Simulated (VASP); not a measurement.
# CdS (F-43m) in VASP: settings compared, part 2 of 2

VASP 6.6.1. Earlier steps stand in the parts before.

**4. Vibrations by perturbation theory, PBEsol**

File INCAR:

```
  ALGO = Normal
  EDIFF = 1E-8
  ENCUT = 520
  GGA = PS
  IBRION = 8
  ISIF = 2
  ISMEAR = -1
  LASPH = T
  LCHARG = F
  LREAL = F
  LWAVE = F
  NBANDS = 16
  NELM = 80
  NSW = 1
  PREC = Accurate
  SIGMA = 0.05
```

File KPOINTS:

```
k-points
0
Gamma
  6 6 6
```

File POSCAR:

```
CdS
1.0
    0.0000000000      2.9165000000      2.9165000000
    2.9165000000      0.0000000000      2.9165000000
    2.9165000000      2.9165000000      0.0000000000
Cd S
1 1
Direct
    0.0000000000      0.0000000000      0.0000000000
    0.7500000000      0.7500000000      0.7500000000
```

Potentials or basis: VASP PAW PBE potentials, release 64 (Cd, S).

Launch:

```bash
> cat potpaw_PBE.64/Cd/POTCAR potpaw_PBE.64/S/POTCAR > POTCAR
> mpirun -np 1 vasp_std > vasp.out
```

OUTCAR:

```text
EDIFF = 1E-8
   ENCUT = 520
   GGA = PS
   IBRION = 8
   ISIF = 2
   ISMEAR = -1
   LASPH = T
   LREAL = F
   NELM = 80
   NSW = 1
   PREC = Accurate

 ion  position               nearest neighbor table
   1  0.000  0.000  0.000-   2 2.53   2 2.53   2 2.53   2 2.53
   2  0.750  0.750  0.750-   1 2.53   1 2.53   1 2.53   1 2.53

  LATTYP: Found a face centered cubic cell.
 ALAT       =     5.8330000000

  Lattice vectors:

 A1 = (   0.0000000000,   2.9165000000,   2.9165000000)
 A2 = (   2.9165000000,   0.0000000000,   2.9165000000)
 A3 = (   2.9165000000,   2.9165000000,   0.0000000000)

Analysis of symmetry for initial positions (statically):
=====================================================================
 Subroutine PRICEL returns:
 Original cell was already a primitive cell.

 Routine SETGRP: Setting up the symmetry group for a
 face centered cubic supercell.

 Subroutine GETGRP returns: Found 24 space group operations
 (whereof 24 operations were pure point group operations)
 out of a pool of 48 trial point group operations.

The static configuration has the point symmetry T_d .

Analysis of symmetry for dynamics (positions and initial velocities):
=====================================================================
 Subroutine PRICEL returns:
 Original cell was already a primitive cell.

 Routine SETGRP: Setting up the symmetry group for a
 face centered cubic supercell.

 Subroutine GETGRP returns: Found 24 space group operations
 (whereof 24 operations were pure point group operations)
 out of a pool of 48 trial point group operations.

The dynamic configuration has the point symmetry T_d .

[... 474 lines left out ...]
    total drift:                                0.000000      0.000000      0.000000

  FREE ENERGIE OF THE ION-ELECTRON SYSTEM (eV)
  ---------------------------------------------------
  free  energy   TOTEN  =        -6.8109592992 eV

  energy  without entropy=       -6.8109585040  energy(sigma->0) =       -6.81095890

[... ionic steps 2 to 3 ...]

--------------------------------------- Ionic step        4  -------------------------------------------

------------------------ aborting loop because EDIFF is reached ----------------------------------------

[... ionic steps 5 to 6 ...]

--------------------------------------- Ionic step        7  -------------------------------------------

 Free energy of the ion-electron system (eV)
  ---------------------------------------------------
  ---------------------------------------------------
  free energy    TOTEN  =        -0.10700365 eV

  energy without entropy =       -0.10700365

------------------------ aborting loop because EDIFF is reached ----------------------------------------

 INTERNAL STRAIN TENSOR  FOR ION    2  DIRECTION 1   (eV/Angst):
 -----------------------------------------------------------------------------
    -0.00729  0.00000  0.00000
     0.00000  0.00803  6.40852
     0.00000  6.40852  0.00803

 INTERNAL STRAIN TENSOR FOR ION    2 for displacements in x,y,z  (eV/Angst):
          X           Y           Z          XY          YZ          ZX
  --------------------------------------------------------------------------------
  x     0.00000     0.00000     0.00000     0.00000     6.40852     0.00000
  y     0.00000     0.00000     0.00000     0.00000     0.00000     6.40852
  z     0.00000     0.00000     0.00000     6.40852     0.00000     0.00000

 SECOND DERIVATIVES (NOT SYMMETRIZED)
 ------------------------------------
               1X          1Y          1Z          2X          2Y          2Z
  1X    -5.043771    0.000000    0.000000    5.043771    0.000000    0.000000
  1Y     0.000000   -5.043771    0.000000    0.000000    5.043771    0.000000
  1Z     0.000000    0.000000   -5.043771    0.000000    0.000000    5.043771
  2X     5.020005    0.000000    0.000000   -5.020005    0.000000    0.000000
  2Y     0.000000    5.020005    0.000000    0.000000   -5.020005    0.000000
  2Z     0.000000    0.000000    5.020005    0.000000    0.000000   -5.020005

 Eigenvectors and eigenvalues of the dynamical matrix
 ----------------------------------------------------

   1 f  =    7.016227 THz    44.084253 2PiTHz  234.036136 cm-1    29.016770 meV
             X         Y         Z           dx          dy          dz
      0.000000  0.000000  0.000000     0.000000    0.471977   -0.000000
      4.374750  4.374750  4.374750     0.000000   -0.881611   -0.000000
[... 21 lines left out ...]
   6 f/i=    0.006894 THz     0.043319 2PiTHz    0.229975 cm-1     0.028513 meV
             X         Y         Z           dx          dy          dz
      0.000000  0.000000  0.000000    -0.735303   -0.446364    0.193201
      4.374750  4.374750  4.374750    -0.393650   -0.238965    0.103432

--------------------------------------------------------------------------------------------------------

 ELASTIC MODULI CONTR FROM IONIC RELAXATION (kBar)
 Direction    XX          YY          ZZ          XY          YZ          ZX
 --------------------------------------------------------------------------------
 XX          -0.0000     -0.0000     -0.0000     -0.0000     -0.0000     -0.0000
 YY          -0.0000     -0.0000     -0.0000     -0.0000     -0.0000      0.0000
 ZZ          -0.0000     -0.0000     -0.0000     -0.0000     -0.0000     -0.0000
 XY          -0.0000     -0.0000     -0.0000   -267.9564      0.0000      0.0000
 YZ          -0.0000     -0.0000     -0.0000      0.0000   -267.9564      0.0000
 ZX          -0.0000      0.0000     -0.0000      0.0000      0.0000   -267.9564
 --------------------------------------------------------------------------------
```

OSZICAR:

```text
N       E                     dE             d eps       ncg     rms          rms(c)
DAV:   1     0.109802110080E+03    0.10980E+03   -0.90005E+03   520   0.102E+03
DAV:   2    -0.307577916789E+01   -0.11288E+03   -0.10669E+03   616   0.256E+02
DAV:   3    -0.728559769154E+01   -0.42098E+01   -0.42022E+01   672   0.516E+01
DAV:   4    -0.731146547755E+01   -0.25868E-01   -0.25866E-01   584   0.390E+00
[... 42 lines left out ...]
RMM:   8    -0.107003638534E+00    0.14520E-05    0.73810E-09  2527   0.217E-04    0.160E-04
RMM:   9    -0.107003495623E+00    0.14291E-06   -0.10467E-08  2462   0.153E-04    0.232E-05
RMM:  10    -0.107003695822E+00   -0.20020E-06   -0.30674E-09  2563   0.322E-05    0.284E-05
RMM:  11    -0.107003642228E+00    0.53595E-07   -0.94155E-09  2371   0.140E-05    0.550E-06
RMM:  12    -0.107003651055E+00   -0.88279E-08   -0.18660E-08  2193   0.253E-06    0.191E-06
 Linear response finished
```

stdout:

```text
POSCAR found type information on POSCAR CdS
 POSCAR found :  2 types and       2 ions
 scaLAPACK will be used
 -----------------------------------------------------------------------------
|                                                                             |
|                                                                             |
|     You enforced a specific xc type in the INCAR file but a different       |
|     I HOPE YOU KNOW WHAT YOU ARE DOING!                                     |
|                                                                             |
 -----------------------------------------------------------------------------

 LDA part: xc-table for (Slater+PW92), standard interpolation
 POSCAR, INCAR and KPOINTS ok, starting setup
 FFT: planning ... GRIDC
 FFT: planning ... GRID_SOFT
 FFT: planning ... GRID
 WAVECAR not read
 entering main loop
 Linear response reoptimize wavefunctions to high precision
 Linear response DOF=           2
 Linear response progress:
 first order change of Fermi-energy  -0.17812E-04
 force on displaced ion       1 direction 1 :  -5.044  -0.000  -0.000
 Linear response progress:
 first order change of Fermi-energy   0.39112E-03
 force on displaced ion       2 direction 1 :  -5.020   0.000   0.000
 Linear response finished
```

It took 1.9 min on 1 thread of Intel Xeon Platinum 8259CL at 2.50GHz (Skylake/Cascade Lake), shared host; peak memory 0.26 GiB.

What came out:

- Highest phonon frequency at Γ, LO-TO splitting left out: 234 cm⁻¹

Phonon frequencies in cm⁻¹ (negative: imaginary):
```csv
q point,frequencies
"(0.000, 0.000, 0.000)",0 0 0 234 234 234
```
